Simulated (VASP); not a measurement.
Set up this calculation in VASP 6.6.1, as the native input.

- Task: single point
- Functional: LDA
- Potentials or basis: VASP PAW LDA potentials, release 64 (B, As)
- Cutoff: 520 eV
- k mesh: 6 × 6 × 6
- Occupations: gaussian, width 0.02 eV
- Spin: no spin polarisation
- Dipole correction: no
- Further INCAR settings: ALGO = Normal; EDIFF = 1e-06; NBANDS = 36

The structure of B6As lies in POSCAR:

```
B6As
1.0
    3.0387590408      1.7544283502      3.9163134740
   -3.0387590408      1.7544283502      3.9163134740
    0.0000000000     -3.5088567004      3.9163134740
B As
12 2
Direct
    0.0155961129      0.0155961129      0.3243624079
    0.0155961129      0.3243624079      0.0155961129
    0.8218781704      0.2725031723      0.8218781704
    0.8218781704      0.8218781704      0.2725031723
    0.2725031723      0.8218781704      0.8218781704
    0.7274968277      0.1781218296      0.1781218296
    0.1781218296      0.7274968277      0.1781218296
    0.1781218296      0.1781218296      0.7274968277
    0.9844038871      0.6756375921      0.9844038871
    0.9844038871      0.9844038871      0.6756375921
    0.6756375921      0.9844038871      0.9844038871
    0.3243624079      0.0155961129      0.0155961129
    0.6008649460      0.6008649460      0.6008649460
    0.3991350540      0.3991350540      0.3991350540
```

These files were run (other wordings do the same):

INCAR

```
PREC = Accurate
ENCUT = 520
EDIFF = 1E-6
ISMEAR = 0
SIGMA = 0.02
LREAL = False
LASPH = True
NELM = 100
ALGO = Normal
ISIF = 2
LWAVE = False
LCHARG = True
GGA = CA
LELF = True
LVHAR = True
NBANDS = 36
```

KPOINTS

```
Automatic mesh
0
Gamma
  6 6 6
```

Potentials or basis: VASP PAW LDA potentials, release 64 (B, As).

Launch:

```bash
$ cat potpaw_LDA.64/B/POTCAR potpaw_LDA.64/As/POTCAR > POTCAR
$ mpirun -np 1 vasp_std > vasp.out
```

Results of the run:

| Property | Result |
| --- | --- |
| Pressure | 0.7 GPa |
| Largest force | 0.044 eV/Å |
| Band gap on the k mesh | 2.67 eV (least direct gap 2.70 eV) |

It took 3.8 min on 1 thread of Intel Xeon 8259CL (shared host), peak memory 0.26 GiB.
